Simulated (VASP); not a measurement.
The system is LiCl.

```xyz
4
Lattice="4.0549 0.0000 0.0000 0.0000 5.1792 0.0000 -1.2377 0.0000 4.0308" Properties=species:S:1:pos:R:3 pbc="T T T"
Li    0.8647    1.2948    2.6872
Li    0.8647    3.8844    2.6872
Cl    1.8864    2.5896    2.6992
Cl    3.6054    0.0000    0.4761
```

- Program: VASP 6.6.1
- Task: relaxation of cell and atoms
- Functional: PBE
- Potentials or basis: VASP PAW PBE potentials, release 64 (Li_sv, Cl)
- Cutoff: 600 eV
- k mesh: 4 × 4 × 4
- Occupations: gaussian, width 0.1 eV
- Spin: no spin polarisation

At the start: pressure 17.2 GPa; volume 21.16 Å³/atom.

Problem. How do energy, volume and symmetry change on relaxing?

Solution. Over 44 steps the energy falls by 1202.7 meV/atom and the volume is 17.06 Å³/atom (-19.4 %); space group Ama2 (No. 40, to 0.05 Å).

Step by step:
```
step  energy change (eV)  largest force (eV/Å)  pressure (GPa)  volume (Å³)
   1              0.0000               10.1886           17.18        84.65
   3             -3.3674                0.7168           -2.26        98.98
   5             -4.2420                0.3834           -1.79        88.21
   7             -4.3861                0.4966           -0.99        82.87
   9             -4.4608                0.5205           -0.32        79.51
  11             -4.6242                0.3136            0.53        74.70
  13             -4.6556                0.1380           -0.35        76.37
  15             -4.6680                0.1366            0.27        74.93
  17             -4.6770                0.0993           -0.21        76.03
  19             -4.6847                0.1222            0.30        74.27
  21             -4.6929                0.1099            0.10        74.21
  23             -4.7103                0.1207           -0.74        73.91
  25             -4.7254                0.1598           -0.37        72.02
  27             -4.7278                0.1686           -0.20        71.45
  29             -4.7337                0.1806            0.03        70.65
  31             -4.7262                0.2558            0.87        68.55
  33             -4.7531                0.1846           -0.03        70.13
  35             -4.7738                0.1616           -0.67        70.70
  37             -4.7716                0.2771            1.59        65.37
  39             -4.7946                0.1469            0.36        67.61
  41             -4.8058                0.1046            0.35        67.45
  43             -4.8096                0.0427           -0.24        68.63
  44             -4.8108                0.0380           -0.07        68.24
```

Final structure:
```yaml
crystal:
  lattice:
    - [3.59197, 0.00000, -0.34165]
    - [0.00000, 6.05767, 0.00000]
    - [-1.48755, 0.00000, 3.27758]
  atoms:
    - { symbol: Li, position: [0.36088, 0.25006, 0.78454] }
    - { symbol: Li, position: [0.36088, 0.74994, 0.78454] }
    - { symbol: Cl, position: [0.68198, 0.50000, 0.44101] }
    - { symbol: Cl, position: [0.02460, 0.00000, 0.11099] }
```

Caveat: the cutoff is under 1.25 times the usual one of these potentials, so pressure, stress and relaxed cells hold a basis-set (Pulay) error; the volume moved by over 15 % at a fixed basis, so the end points are rough.
